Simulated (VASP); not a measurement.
Here is a VASP 6.6.1 calculation.

INCAR

```
PREC = Accurate
ENCUT = 520
EDIFF = 1E-7
ISMEAR = 0
SIGMA = 0.05
LREAL = False
LASPH = True
NELM = 80
ALGO = Normal
ISIF = 2
LWAVE = False
LCHARG = False
NBANDS = 12
```

KPOINTS

```
Automatic mesh
0
Gamma
  8 8 8
```

POSCAR

```
CsH
1.0
    0.0000000000      3.2316766603      3.1024095939
    3.2316766603      0.0000000000      3.1024095939
    3.2316766603      3.2316766603      0.0000000000
Cs H
1 1
Direct
    0.0000000000      0.0000000000      0.0000000000
    0.5000000000      0.5000000000      0.5000000000
```

Potentials or basis: VASP PAW LDA potentials, release 64 (Cs_sv, H).

The run is started by

```sh
$ cat potpaw_LDA.64/Cs_sv/POTCAR potpaw_LDA.64/H/POTCAR > POTCAR
$ mpirun -np 1 vasp_std > vasp.out
```

(1) Predict the pressure.

(2) Estimate the band gap on the k mesh.

Answers

(1) -1.2 GPa.

(2) 1.93 eV, direct.

Caveat: spin-orbit coupling is left out, which moves the levels of the heavy elements.
